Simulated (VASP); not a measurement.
Input of a VASP 6.6.1 run:

File POSCAR:

```
MgO
1.0
    0.0748698301      2.0929505489      2.0929505489
    2.0929505489      0.0748698301      2.0929505489
    2.0929505489      2.0929505489      0.0748698301
Mg O
1 1
Direct
    0.0000000000      0.0000000000      0.0000000000
    0.5000000000      0.5000000000      0.5000000000
```

INCAR.step1

```
SYSTEM = MgO
  ALGO = Normal
  EDIFF = 1E-5
  ENCUT = 920
  GGA = PE
  GGA_COMPAT = .FALSE.
  ISMEAR = 0
  LASPH = .TRUE.
  LCHARG = .FALSE.
  LREAL = .FALSE.
  LWAVE = .TRUE.
  NBANDS = 15
  NELM = 120
  PREC = Accurate
  SIGMA = 0.01
```

Contents of INCAR.step2:

```
SYSTEM = MgO
  ALGO = Normal
  EDIFF = 1E-6
  ENCUT = 920
  GGA_COMPAT = .FALSE.
  ISIF = 2
  ISMEAR = 0
  ISTART = 1
  LASPH = .TRUE.
  LCHARG = .FALSE.
  LMIXTAU = .TRUE.
  LREAL = .FALSE.
  LWAVE = .FALSE.
  METAGGA = R2SCAN
  NBANDS = 15
  NELM = 120
  PREC = Accurate
  SIGMA = 0.01
```

The input KPOINTS:

```
k-points
0
G
  10 10 10
  0 0 0
```

Potentials or basis: VASP PAW PBE potentials, release 64 (Mg_sv, O).

Command:

```console
$ cat potpaw_PBE.64/Mg_sv/POTCAR potpaw_PBE.64/O/POTCAR > POTCAR
$ cp INCAR.step1 INCAR
$ mpirun -np 1 vasp_std > vasp.out
$ cp INCAR.step2 INCAR
$ mpirun -np 1 vasp_std > vasp.out
```

(1) Predict the pressure.

(2) What does it give for the band gap on the k mesh?

Results:

(1) 14.0 GPa.

(2) 6.20 eV.

Caveat: the cell differs from its parent crystal (epitaxial 111 strain -4.0%); the cell stands under pressure; the PAW data sets were made with another functional, which shifts forces and pressure a little.
